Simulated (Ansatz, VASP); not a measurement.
MnO2: VASP beside Ansatz

INCAR

```
SYSTEM = MnO2
PREC = Accurate
ENCUT = 520
EDIFF = 1E-6
ISMEAR = -1
SIGMA = 0.05
LREAL = .False.
LASPH = .True.
NELM = 150
ALGO = Normal
ISIF = 2
LWAVE = .False.
LCHARG = .False.
ISPIN = 2
MAGMOM = 4 0 0
LORBIT = 11
LMAXMIX = 4
GGA = PS
NBANDS = 24
```

The input KPOINTS:

```
regular mesh
0
Gamma
  11 11 6
  0 0 0
```

File POSCAR:

```
MnO2
1.0
    2.8179710399      0.0000000000      0.0000000000
   -1.4089855200      2.4404345078      0.0000000000
    0.0000000000      0.0000000000      4.5391857050
Mn O
1 2
Direct
    0.0000000000      0.0000000000      0.5000000000
    0.3333333333      0.6666666667      0.7062925700
    0.6666666667      0.3333333333      0.2937074300
```

File input.yaml:

```yaml
crystal:
  lattice:
    - [2.8179710399, 0.0, 0.0]
    - [-1.40898552, 2.4404345078, 0.0]
    - [0.0, 0.0, 4.539185705]
  atoms:
    - { symbol: Mn, position: [0.0, 0.0, 0.5], spin: 4.0 }
    - { symbol: O, position: [0.3333333333, 0.6666666667, 0.70629257] }
    - { symbol: O, position: [0.6666666667, 0.3333333333, 0.29370743] }
hamiltonian:
  xc: pbesol
  pseudopotentials: { kind: paw }
magnetization:
  spin_polarized: true
kpoints:
  mp_grid: { grid: [11, 11, 6] }
scf:
  occupations: { method: fermi_dirac, width: 0.05 }
output:
  forces: true
  stress: true
  eigenvalues: true
  write_density: true
  write_potential: true
  elf: true
  volumetric_format: npy
```

Alike in both runs: task single point; functional PBEsol; k mesh 11 × 11 × 6; occupations fermi-dirac, width 0.05 eV; collinear spin.

|  | VASP | Ansatz |
| --- | --- | --- |
| version | VASP 6.6.1 | Ansatz 0.2.0 |
| potentials or method | VASP PAW PBE potentials, release 64 (Mn_pv, O) | Ansatz PAW |
| plane-wave cutoff (eV) | 520 | 420 |
| valence electrons in the cell | 25 | 27 |

|  | VASP | Ansatz | Ansatz less VASP |
| --- | --- | --- | --- |
| gap on the k mesh at the Fermi level (eV) | 0.54 | 0.58 | +0.035 |
| least direct gap on the mesh (eV) | 0.59 | 0.62 | +0.035 |
| pressure (GPa) | 7.6 | 6.6 | -1.02 |
| traceless stress, the component that is largest in VASP (GPa) | -1.39 | -0.93 | +0.461 |
| rms of the force components (eV/Å) | 0.257 | 0.213 | -0.0436 |
| net moment per atom (μB) | 1.00 | 1.00 | 0.000 |
| size of the moment on the site where the two differ most (μB) | 2.80 | 2.44 | -0.358 |

VASP's potentials were made for PBE, not for PBEsol. Site moments also hang on the region over which each program counts them. Atom by atom the forces differ by 0.044 eV/Å (rms over components). The functional is the same, so the differences come from potentials, cutoffs and numerics. VASP's potentials hold 25 valence electrons a cell and Ansatz's 27, so a difference there can come from the potentials and not from the codes.

Noted on Ansatz's run: odd divisions of the mesh miss points on the zone boundary, where band edges often lie, so the gap on the mesh can be too wide.
